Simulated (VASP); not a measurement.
# Sr (Im-3m) in VASP: a series of runs

Runs on Sr. Level: PBE. Tasks: single point.

Everything below comes from runs of VASP 6.6.1. Logs are shortened: lines on timing, memory, paths and dates and some standing lists are left out, and cuts for length are marked.

## (1) The cell of the first run

The structure is cubic, space group Im-3m (No. 229). Conventional cell: a = 4.613 Å, b = 4.613 Å, c = 4.613 Å, α = 90.00°, β = 90.00°, γ = 90.00°. Within 5.2 Å of Sr (site symmetry m-3m) lie 14 Sr at 4.00 to 4.61 Å.

## (2) Single point, PBE

File INCAR:

```
SYSTEM = Sr
PREC = Accurate
ENCUT = 520
EDIFF = 1E-7
ISMEAR = 0
SIGMA = 0.05
LREAL = .FALSE.
LASPH = .TRUE.
NELM = 100
ALGO = Fast
ISIF = 2
LWAVE = .FALSE.
LCHARG = .FALSE.
GGA = PE
NBANDS = 11
```

File KPOINTS:

```
Automatic mesh
0
G
  10 10 10
  0 0 0
```

File POSCAR:

```
Sr
1.0
   -2.3065981575      2.3065981575      2.3065981575
    2.3065981575     -2.3065981575      2.3065981575
    2.3065981575      2.3065981575     -2.3065981575
Sr
1
Direct
    0.0000000000      0.0000000000      0.0000000000
```

Potentials or basis: VASP PAW PBE potentials, release 64 (Sr_sv).

Run with:

```bash
> cat potpaw_PBE.64/Sr_sv/POTCAR > POTCAR
> mpirun -np 1 vasp_std > vasp.out
```

OUTCAR:

```text
SYSTEM = Sr
   PREC = Accurate
   ENCUT = 520
   EDIFF = 1E-7
   ISMEAR = 0
   LREAL = .FALSE.
   LASPH = .TRUE.
   NELM = 100
   ISIF = 2
   GGA = PE

 ion  position               nearest neighbor table
   1  0.000  0.000  0.000-

  LATTYP: Found a body centered cubic cell.
 ALAT       =     4.6131963150

  Lattice vectors:

 A1 = (  -2.3065981575,   2.3065981575,   2.3065981575)
 A2 = (   2.3065981575,  -2.3065981575,   2.3065981575)
 A3 = (   2.3065981575,   2.3065981575,  -2.3065981575)

Analysis of symmetry for initial positions (statically):
=====================================================================
 Subroutine PRICEL returns:
 Original cell was already a primitive cell.

 Routine SETGRP: Setting up the symmetry group for a
 body centered cubic supercell.

 Subroutine GETGRP returns: Found 48 space group operations
 (whereof 48 operations were pure point group operations)
 out of a pool of 48 trial point group operations.

The static configuration has the point symmetry O_h .

Analysis of symmetry for dynamics (positions and initial velocities):
=====================================================================
 Subroutine PRICEL returns:
 Original cell was already a primitive cell.

 Routine SETGRP: Setting up the symmetry group for a
 body centered cubic supercell.

 Subroutine GETGRP returns: Found 48 space group operations
 (whereof 48 operations were pure point group operations)
 out of a pool of 48 trial point group operations.

The dynamic configuration has the point symmetry O_h .

 Subroutine INISYM returns: Found 48 space group operations
 (whereof 48 operations are pure point group operations),
 and found     1 'primitive' translations

----------------------------------------------------------------------------------------

                                     Primitive cell

  volume of cell :      49.0881

  direct lattice vectors                    reciprocal lattice vectors
    -2.306598157  2.306598157  2.306598157     0.000000000  0.216769444  0.216769444
     2.306598157 -2.306598157  2.306598157     0.216769444  0.000000000  0.216769444
     2.306598157  2.306598157 -2.306598157     0.216769444  0.216769444  0.000000000

  length of vectors
     3.995145201  3.995145201  3.995145201     0.306558288  0.306558288  0.306558288

  position of ions in fractional coordinates (direct lattice)
[... 76 lines left out ...]
   NELM   =    100;   NELMIN=  2; NELMDL= -5     # of ELM steps
   EDIFF  = 0.1E-06   stopping-criterion for ELM
   LREAL  =      F    real-space projection
   EDIFFG = 0.1E-05   stopping-criterion for IOM
   NSW    =      0    number of steps for IOM
   IBRION =     -1    ionic relax: 0-MD 1-quasi-New 2-CG
   NFREE  =      0    steps in history (QN), initial steepest desc. (CG)
   ISIF   =      2    stress and relaxation
   ISYM   =      2    0-nonsym 1-usesym 2-fastsym
   POTIM  = 0.5000    time-step for ionic-motion
   TEBEG  =    0.0;   TEEND  =   0.0 temperature during run
   PSTRESS=    0.0 pullay stress
   NELECT =      10.0000    total number of electrons
   NUPDOWN=      -1.0000    fix difference up-down
   EMIN   =  10.00;   EMAX   =-10.00  energy-range for DOS
   EFERMI =   0.00;   METHOD = LEGACY
   ISMEAR =     0;   SIGMA  =   0.05  broadening in eV -4-tet -1-fermi 0-gaus
   EFERMI_NEDOS =   21; number of points for ismear=-14 and -15
   IALGO  =     68    algorithm
   IMIX   =      4    mixing-type and parameters
     AMIX     =   0.40;   BMIX     =  1.00
     AMIX_MAG =   1.60;   BMIX_MAG =  1.00
  volume/ion in A,a.u.               =      49.09       331.26
  Fermi-wavevector in a.u.,A,eV,Ry     =   0.963273  1.820323 12.624786  0.927896
  Thomas-Fermi vector in A             =   2.092805
   LORBIT       =      0    0 simple, 1 ext, 2 COOP (PROOUT), +10 PAW based schemes
   GGA     = PE    functional components
   LHFCALC =     F    Hartree Fock is set to
   AEXX    =    0.0000 exact exchange contribution
   IVDW    =     0    specifies the selected vdW correction
   LEPSILON=     F    determine dielectric tensor
   LRPA    =     F    only Hartree local field effects (RPA)
 non-spin polarized calculation
 RMM-DIIS sequential band-by-band and
 Gauss-broadening in eV      SIGMA  =   0.05
  energy-cutoff  :      520.00
  volume of cell :       49.09
 maximum number of plane-waves:      1340
 NGX is ok and might be reduce to    30
   NGX = 15   NGY = 15   NGZ = 15

 number of electron      10.0000000 magnetization

 Free energy of the ion-electron system (eV)
  ---------------------------------------------------
  ext. energy  EPLUGINS =         0.00000000
  ---------------------------------------------------
  free energy    TOTEN  =        -1.61584529 eV

  energy without entropy =       -1.61446249  energy(sigma->0) =       -1.61515389

 E-fermi :   1.9397     XC(G=0):  -7.7008

 val. band max:        1.9384848851   @ k =  -0.4000   0.4000   0.4000
 cond. band min:       1.9638833036   @ k =  -0.4000   0.5000   0.3000
 fundamental gap:      0.0253984185
 Fermi energy:         1.9396681993

 k-point     1 :       0.0000    0.0000    0.0000
  band No.  band energies     occupation
      1     -34.4073      2.00000
      2     -16.2665      2.00000
      3     -16.2665      2.00000
      4     -16.2665      2.00000
      5      -1.8191      2.00000
      6       4.5021      0.00000
      7       4.5021      0.00000
      8       4.5021      0.00000
      9       5.9614      0.00000
     10       5.9614      0.00000
     11      10.4986      0.00000
[... 309 lines left out ...]
 k-point    24 :      -0.3000    0.3000    0.1000
  band No.  band energies     occupation
      1     -34.3883      2.00000
      2     -16.4579      2.00000
      3     -16.3398      2.00000
      4     -16.2891      2.00000
      5      -0.1476      2.00000
      6       3.1537      0.00000
      7       3.7145      0.00000
      8       5.0930      0.00000
      9       6.0520      0.00000
     10       6.4626      0.00000
     11       9.4945      0.00000

 [... further k-points ...]
[... 5 lines left out ...]
  --------------------------------------------------------------------------------------
  -------------------------------------------------------------------------------------
  Total        0.4111424      0.4111424      0.4111424     -0.0000000     -0.0000000     -0.0000000
  in kB       13.4192123     13.4192123     13.4192123     -0.0000000     -0.0000000     -0.0000000
  external PRESSURE =      13.4192123 kB  Pullay stress =       0.0000000 kB

 VOLUME and BASIS-vectors are now :
 -----------------------------------------------------------------------------
  energy-cutoff  :      520.00
  volume of cell :       49.09
      direct lattice vectors                 reciprocal lattice vectors
    -2.306598157  2.306598157  2.306598157     0.000000000  0.216769444  0.216769444
     2.306598157 -2.306598157  2.306598157     0.216769444  0.000000000  0.216769444
     2.306598157  2.306598157 -2.306598157     0.216769444  0.216769444  0.000000000

 POSITION                                       TOTAL-FORCE (eV/Angst)
 -----------------------------------------------------------------------------------
      0.00000      0.00000      0.00000         0.000000      0.000000      0.000000
 -----------------------------------------------------------------------------------
    total drift:                               -0.000000     -0.000000      0.000000

  FREE ENERGIE OF THE ION-ELECTRON SYSTEM (eV)
  ---------------------------------------------------
  free  energy   TOTEN  =        -1.6158452934 eV

  energy  without entropy=       -1.6144624887  energy(sigma->0) =       -1.61515389
```

OSZICAR:

```text
N       E                     dE             d eps       ncg     rms          rms(c)
DAV:   1     0.335416572149E+02    0.33542E+02   -0.49929E+03  1034   0.803E+02
DAV:   2    -0.113192590474E-01   -0.33553E+02   -0.33053E+02  1216   0.150E+02
DAV:   3    -0.154986876398E+01   -0.15385E+01   -0.15197E+01  1511   0.232E+01
DAV:   4    -0.161391579006E+01   -0.64047E-01   -0.64012E-01  1356   0.452E+00
DAV:   5    -0.161602162259E+01   -0.21058E-02   -0.21057E-02  1422   0.573E-01    0.117E+01
RMM:   6    -0.161540812268E+01    0.61350E-03   -0.56352E-03  1094   0.875E-01    0.670E+00
RMM:   7    -0.161550159268E+01   -0.93470E-04   -0.11778E-02  1162   0.130E+00    0.255E-01
RMM:   8    -0.161572685802E+01   -0.22527E-03   -0.26905E-03  1375   0.355E-01    0.767E-02
RMM:   9    -0.161581511625E+01   -0.88258E-04   -0.64235E-04  1595   0.107E-01    0.513E-02
RMM:  10    -0.161583541831E+01   -0.20302E-04   -0.10300E-04  1543   0.466E-02    0.335E-02
RMM:  11    -0.161584532877E+01   -0.99105E-05   -0.17628E-05  1469   0.310E-02    0.135E-02
RMM:  12    -0.161584500130E+01    0.32747E-06   -0.68890E-06  1671   0.107E-02    0.204E-03
RMM:  13    -0.161584489995E+01    0.10135E-06   -0.15517E-06  1467   0.454E-03    0.166E-03
RMM:  14    -0.161584504556E+01   -0.14561E-06   -0.55896E-07  1176   0.269E-03    0.161E-03
RMM:  15    -0.161584519805E+01   -0.15250E-06   -0.24075E-07   986   0.200E-03    0.465E-04
RMM:  16    -0.161584531431E+01   -0.11625E-06   -0.11456E-07   868   0.142E-03    0.572E-04
RMM:  17    -0.161584529341E+01    0.20898E-07   -0.64865E-08   658   0.807E-04
   1 F= -.16158453E+01 E0= -.16151539E+01  d E =-.138280E-02
```

It took 47 s on 1 thread of Intel Xeon Platinum 8175M at 2.50GHz (Skylake/Cascade Lake), shared host; peak memory 0.17 GiB.

Results:

```
Free energy            : -1.6158 eV
Pressure               : 1.3 GPa
Band gap on the k mesh : zero (band 5 reaches 2.23 eV, above the bottom of band 6 at 1.69 eV)
```

## (3) Single point, PBE

This run uses another cell than the first one, of 57.75 Å³/atom, 1.176 times its volume.

File INCAR:

```
  PREC = Accurate
  ENCUT = 520
  EDIFF = 1E-6
  ISMEAR = 0
  SIGMA = 0.05
  LREAL = F
  LASPH = T
  NELM = 80
  ALGO = Fast
  ISIF = 2
  LWAVE = F
  LCHARG = F
  GGA = PE
  NBANDS = 11
```

File KPOINTS:

```
regular mesh
0
Gamma
  10 10 10
```

File POSCAR:

```
Sr
1.0
   -2.4350000000      2.4350000000      2.4350000000
    2.4350000000     -2.4350000000      2.4350000000
    2.4350000000      2.4350000000     -2.4350000000
Sr
1
Direct
    0.0000000000      0.0000000000      0.0000000000
```

Potentials or basis: VASP PAW PBE potentials, release 64 (Sr_sv).

Run with:

```bash
> cat potpaw_PBE.64/Sr_sv/POTCAR > POTCAR
> mpirun -np 1 vasp_std > vasp.out
```

It took 24 s on 1 thread of Intel Xeon Platinum 8175M at 2.50GHz (Skylake/Cascade Lake), shared host; peak memory 0.18 GiB.

Results (log left out):

```
Free energy            : -1.6248 eV
Pressure               : -0.8 GPa
Band gap on the k mesh : zero (band 5 reaches 1.66 eV, above the bottom of band 6 at 1.35 eV)
```

Levels at points of the mesh, in eV from the Fermi level:
```csv
k point,band 3,band 4,band 5,band 6,band 7,band 8
"(0.00, 0.00, 0.00)",-18.65,-18.65,-3.61,2.27,2.27,2.27
"(0.50, 0.00, 0.00)",-18.71,-18.65,-1.02,0.12,1.17,3.34
"(0.50, 0.50, 0.50)",-18.77,-18.77,-0.12,-0.12,3.39,3.39
```

## (4) Single point, PBE

This run uses another cell than the first one, of 57.75 Å³/atom, 1.176 times its volume.

File INCAR:

```
SYSTEM = Sr
PREC = Accurate ; ENCUT = 520
EDIFF = 1E-6 ; ISMEAR = 0
SIGMA = 0.05 ; LREAL = .FALSE.
LASPH = .TRUE. ; NELM = 100
ALGO = Normal ; ISIF = 2
LWAVE = .FALSE. ; LCHARG = .FALSE.
GGA = PE ; NBANDS = 11
```

File KPOINTS:

```
Automatic mesh
0
G
  10 10 10
  0 0 0
```

POSCAR is that of step 3.

Run with:

```bash
> cat potpaw_PBE.64/Sr_sv/POTCAR > POTCAR
> mpirun -np 1 vasp_std > vasp.out
```

Run time: 21 s. Hardware: 1 thread of Intel Xeon Platinum 8175M at 2.50GHz (Skylake/Cascade Lake), shared host; peak memory 0.18 GiB.

It converged, with:

* Free energy: -1.6248 eV
* Pressure: -0.8 GPa
* Band gap on the k mesh: zero (band 5 reaches 1.66 eV, above the bottom of band 6 at 1.35 eV)

Levels at points of the mesh, in eV from the Fermi level:
| k point | band 1 | band 2 | band 3 | band 4 | band 5 | band 6 | band 7 | band 8 | band 9 | band 10 |
| --- | --- | --- | --- | --- | --- | --- | --- | --- | --- | --- |
| (0.00, 0.00, 0.00) | -36.76 | -18.65 | -18.65 | -18.65 | -3.61 | 2.27 | 2.27 | 2.27 | 3.53 | 3.53 |
| (0.50, 0.00, 0.00) | -36.74 | -18.82 | -18.71 | -18.65 | -1.02 | 0.12 | 1.17 | 3.34 | 3.99 | 5.13 |
| (0.50, 0.50, 0.50) | -36.73 | -18.77 | -18.77 | -18.77 | -0.12 | -0.12 | 3.39 | 3.39 | 3.39 | 4.76 |
